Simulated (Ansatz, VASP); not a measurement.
## One calculation of Ru, two programs

INCAR

```
  PREC = Accurate
  ENCUT = 520
  EDIFF = 1E-7
  ISMEAR = 0
  SIGMA = 0.15
  LREAL = F
  LASPH = T
  NELM = 100
  ALGO = Fast
  ISIF = 2
  LWAVE = F
  LCHARG = F
  NBANDS = 21
```

The input KPOINTS:

```
regular mesh
0
Gamma
  21 21 10
```

File POSCAR:

```
Ru
1.0
    2.6740588025      0.0000000000      0.0000000000
   -1.3370294013      2.3158028542      0.0000000000
    0.0000000000      0.0000000000      4.2267610266
Ru
2
Direct
    0.2507513656      0.6062124705      0.2500000000
    0.7492486344      0.3937875295      0.7500000000
```

Input for Ansatz:

```yaml
crystal:
  lattice:
    - [2.6740588025, 0.0, 0.0]
    - [-1.3370294013, 2.3158028542, 0.0]
    - [0.0, 0.0, 4.2267610266]
  atoms:
    - { symbol: Ru, position: [0.2507513656, 0.6062124705, 0.25] }
    - { symbol: Ru, position: [0.7492486344, 0.3937875295, 0.75] }
basis:
  ecutwfc: 420
kpoints:
  mp_grid: { grid: [21, 21, 10] }
hamiltonian:
  xc: lda
  pseudopotentials: { kind: paw, azcp: { folder: soft_1 } }
scf:
  occupations: { method: gaussian, width: 0.15 }
output:
  forces: true
  stress: true
  eigenvalues: true
```

Change from the starting cell: mode 4 frozen in at -0.140 Å and mode 5 at -0.140 Å (largest displacements).

Alike in both runs: task single point; functional LDA; k mesh 21 × 21 × 10; occupations gaussian, width 0.15 eV; no spin polarisation.

|  | VASP | Ansatz |
| --- | --- | --- |
| version | VASP 6.6.1 | Ansatz 0.2.0 |
| potentials or method | VASP PAW LDA potentials, release 64 (Ru_pv), cutoff 520 eV | scalar-relativistic, plane waves, PAW |
| valence electrons in the cell | 28 | 32 |

Ansatz gave:

- gap on the k mesh at the Fermi level (eV): none
- pressure (GPa): 8.6
- traceless stress, the component that is largest in VASP (GPa): -10.73
- rms of the force components (eV/Å): 1.436

What did VASP give for the same quantities?

gap on the k mesh at the Fermi level (eV): none; pressure (GPa): 9.7; traceless stress, the component that is largest in VASP (GPa): -10.99; rms of the force components (eV/Å): 1.449.

Ansatz warns that its potentials were made for another functional, while VASP's fit it. LDA's correlation is that of Perdew and Zunger in VASP and of Perdew and Wang (1992) in Ansatz. Atom by atom the forces differ by 0.016 eV/Å (rms over components). A gap of «none» marks a metal or a gap that the smearing closes. VASP's potentials hold 28 valence electrons a cell and Ansatz's 32, so a difference there can come from the potentials and not from the codes.
